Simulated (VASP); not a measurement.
AlAs (zincblende type): single point with LDA

Crystal: AlAs (zincblende type).

```
Al As
1.0
     0.00000    2.52229    2.52229
     2.52229    0.00000    2.52229
     2.52229    2.52229    0.00000
Al As
1 1
Direct
  0.00000 0.00000 0.00000
  0.25000 0.25000 0.25000
```

| Quantity | Value |
| --- | --- |
| Program | VASP 6.6.1 |
| Task | single point |
| Functional | LDA |
| Potentials or basis | VASP PAW LDA potentials, release 64 (Al, As) |
| Cutoff | 500 eV |
| k mesh | 11 × 11 × 11 |
| Occupations | fermi-dirac, width 0.08 eV |
| Spin | no spin polarisation |

```yaml
Pressure: 50.2 GPa
Band_gap_on_the_k_mesh: 0.63 eV (least direct gap 3.64 eV)
```

Levels at points of the mesh, in eV from the valence-band top:
```csv
k point,band 2,band 3,band 4,band 5,band 6,band 7
"(0.00, 0.00, 0.00)",0.00,0.00,0.00,4.85,4.87,4.87
```

It took 14 s on 1 thread of Intel(R) Xeon(R) Platinum 8259CL CPU @ 2.50GHz (Skylake/Cascade Lake), with other jobs on the host, peak memory 0.15 GiB.

Caveat: the cell stands under pressure; semilocal functionals underestimate gaps, and a narrow one can read as zero; an odd mesh through Γ misses points on the zone boundary, where band edges can lie.
